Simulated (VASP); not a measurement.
A run of VASP 6.6.1 is set up as follows.

The input INCAR:

```
  PREC = Accurate
  ENCUT = 600
  EDIFF = 1E-6
  ISMEAR = 0
  SIGMA = 0.2
  LREAL = F
  LASPH = T
  NELM = 80
  ALGO = Fast
  ISIF = 3
  LWAVE = F
  LCHARG = F
  GGA = PE
  IBRION = 2
  NSW = 36
  EDIFFG = -0.08
```

The input KPOINTS:

```
regular mesh
0
Gamma
  6 6 1
```

The input POSCAR:

```
Zn5Cd2Te
1.0
    2.9500000000      0.0000000000      0.0000000000
   -1.4750000000      2.5547749400      0.0000000000
    0.0000000000      0.0000000000     19.8000000000
Zn Cd Te
5 2 1
Direct
    0.6666666700      0.3333333300      0.6170000000
    0.0000000000      0.0000000000      0.5000000000
    0.3333333300      0.6666666700      0.3830000000
    0.0000000000      0.0000000000      0.2650000000
    0.0000000000      0.0000000000      0.7350000000
    0.6666666700      0.3333333300      0.8620000000
    0.3333333300      0.6666666700      0.1380000000
    0.0000000000      0.0000000000      0.0000000000
```

Potentials or basis: VASP PAW PBE potentials, release 64 (Zn, Cd, Te).

The run is started by

```sh
$ cat potpaw_PBE.64/Zn/POTCAR potpaw_PBE.64/Cd/POTCAR potpaw_PBE.64/Te/POTCAR > POTCAR
$ mpirun -np 1 vasp_std > vasp.out
```

Task: Predict the space group after relaxing (to 0.1 Å).

Result: P-3m1 (No. 164).

Task: Predict the band gap on the k mesh.

Result: Zero (bands 45 and 46 overlap by 1.44 eV).

Task: Estimate the relaxed cell.

Result: a = 3.102 Å, b = 3.102 Å, c = 19.279 Å, α = 90.00°, β = 90.00°, γ = 120.00°.

Task: What does it give for the relaxed volume?

Result: 20.09 Å³/atom.

Final structure:
```
Zn Cd Te
1.0
     3.10232    0.00000    0.00000
    -1.55116    2.68669    0.00000
     0.00000    0.00000   19.27923
Zn Cd Te
5 2 1
Cartesian
  1.5512 0.8956 11.6391
  0.0000 0.0000 9.6396
  0.0000 1.7911 7.6401
  0.0000 0.0000 5.7114
  0.0000 0.0000 13.5679
  1.5512 0.8956 15.9512
  0.0000 1.7911 3.3280
  0.0000 0.0000 0.0000
```

Caveat: the k points lie up to 0.39 Å⁻¹ apart in the final cell, too coarse for converged energies and pressures of a metal; spin-orbit coupling is left out, which moves the levels of the heavy elements.
